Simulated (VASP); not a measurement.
Write the native input for VASP 6.6.1 that does the following.

| Quantity | Value |
| --- | --- |
| Task | single point |
| Functional | PBE |
| Potentials or basis | VASP PAW PBE potentials, release 64 (Si, Pd, Ir) |
| Cutoff | 520 eV |
| k mesh | 4 × 4 × 4 |
| Occupations | gaussian, width 0.2 eV |
| Spin | no spin polarisation |
| Dipole correction | no |
| Further INCAR settings | ALGO = Normal; EDIFF = 1e-06; NBANDS = 47 |

The structure of Si4IrPd lies in POSCAR:

```
Si4IrPd
1.0
    5.7917420771      0.0004561668      0.0003075106
    0.0003160965      5.7643259898     -0.0000851852
   -2.8962951774     -2.8823674186      5.6904222245
Si Pd Ir
8 2 2
Direct
    0.6250064168      0.6288457020      0.7500373604
    0.6249990789      0.1211597022      0.7499661526
    0.1249722476      0.6288056499      0.7499625630
    0.1250228429      0.1211938317      0.7500367652
    0.3706255009      0.8750220370      0.2500384126
    0.8794031497      0.3750102457      0.2500304327
    0.8793730815      0.8749696668      0.2499617035
    0.3705958194      0.3749936048      0.2499622678
    0.7498190826      0.2498243889      0.4996456941
    0.5001744971      0.5001704261      0.0003397777
    0.2501959189      0.7502001157      0.5003983302
    0.9998123636     -0.0001953709     -0.0003794599
```

These files were run (other wordings do the same):

INCAR

```
SYSTEM = Si4IrPd
ALGO = Normal
EDIFF = 1E-6
ENCUT = 520
GGA = PE
ISIF = 2
ISMEAR = 0
LASPH = .True.
LCHARG = .False.
LREAL = .False.
LWAVE = .False.
NBANDS = 47
NELM = 80
PREC = Accurate
SIGMA = 0.2
```

KPOINTS

```
k-points
0
Gamma
  4 4 4
  0 0 0
```

Potentials or basis: VASP PAW PBE potentials, release 64 (Si, Pd, Ir).

Run with:

```console
$ cat potpaw_PBE.64/Si/POTCAR potpaw_PBE.64/Pd/POTCAR potpaw_PBE.64/Ir/POTCAR > POTCAR
$ mpirun -np 1 vasp_std > vasp.out
```

It gave:

```yaml
Pressure: 0.0 GPa
Largest_force: 0.009 eV/Å
Band_gap_on_the_k_mesh: zero (bands 35 and 36 overlap by 1.81 eV)
```

Caveat: spin-orbit coupling is left out, which moves the levels of the heavy elements.

It took 13 min on 1 thread of Intel Xeon 8259CL (shared host), peak memory 0.51 GiB.
